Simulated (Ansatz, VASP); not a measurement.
**Au: VASP beside Ansatz**

The input INCAR:

```
SYSTEM = Au
ALGO = Normal ; EDIFF = 1E-6
EDIFFG = -0.005 ; ENCUT = 600
GGA = PS ; IBRION = 2
ISIF = 3 ; ISMEAR = 1
LASPH = .True. ; LCHARG = .False.
LREAL = .False. ; LWAVE = .False.
NELM = 100 ; NSW = 80
PREC = Accurate ; SIGMA = 0.1
```

File KPOINTS:

```
k-points
0
Gamma
  20 20 20
  0 0 0
```

Contents of POSCAR:

```
Au
1.0
    0.0000000000      2.0500000000      2.0500000000
    2.0500000000      0.0000000000      2.0500000000
    2.0500000000      2.0500000000      0.0000000000
Au
1
Direct
    0.0000000000      0.0000000000      0.0000000000
```

Input for Ansatz:

```yaml
crystal:
  lattice:
    - [0.0, 2.05, 2.05]
    - [2.05, 0.0, 2.05]
    - [2.05, 2.05, 0.0]
  atoms:
    - { symbol: Au, position: [0.0, 0.0, 0.0] }
scf:
  occupations: { method: methfessel_paxton, width: 0.1 }
output:
  forces: true
  stress: true
  eigenvalues: true
hamiltonian:
  xc: pbesol
kpoints:
  mp_grid: { grid: [20, 20, 20] }
relax:
  f_tol: 0.005
  adjacent_minimum: "off"
  cell: { stress_tol: 0.02 }
```

Alike in both runs: task relaxation of cell and atoms; functional PBEsol; k mesh 20 × 20 × 20; occupations methfessel-paxton of order 1, width 0.1 eV; no spin polarisation.

|  | VASP | Ansatz |
| --- | --- | --- |
| version | VASP 6.6.1 | Ansatz 0.2.0 |
| potentials or method | VASP PAW PBE potentials, release 64 (Au) | scalar-relativistic, plane waves, PAW |
| plane-wave cutoff (eV) | 600 | 420 |
| valence electrons in the cell | 11 | 19 |

Ansatz gave:

* gap on the k mesh at the Fermi level, each at its own relaxed structure (eV): none
* relaxed volume (Å³/atom): 17.02
* relaxed length of the cell vector where the two differ most in proportion (Å): 2.888

Question: Estimate VASP's values.

Answer: gap on the k mesh at the Fermi level, each at its own relaxed structure (eV): none; relaxed volume (Å³/atom): 17.01; relaxed length of the cell vector where the two differ most in proportion (Å): 2.887.

VASP's potentials were made for PBE, not for PBEsol. A gap of «none» marks a metal or a gap that the smearing closes. VASP's potentials hold 11 valence electrons a cell and Ansatz's 19, so a difference there can come from the potentials and not from the codes.

Neither program's run includes spin-orbit coupling.
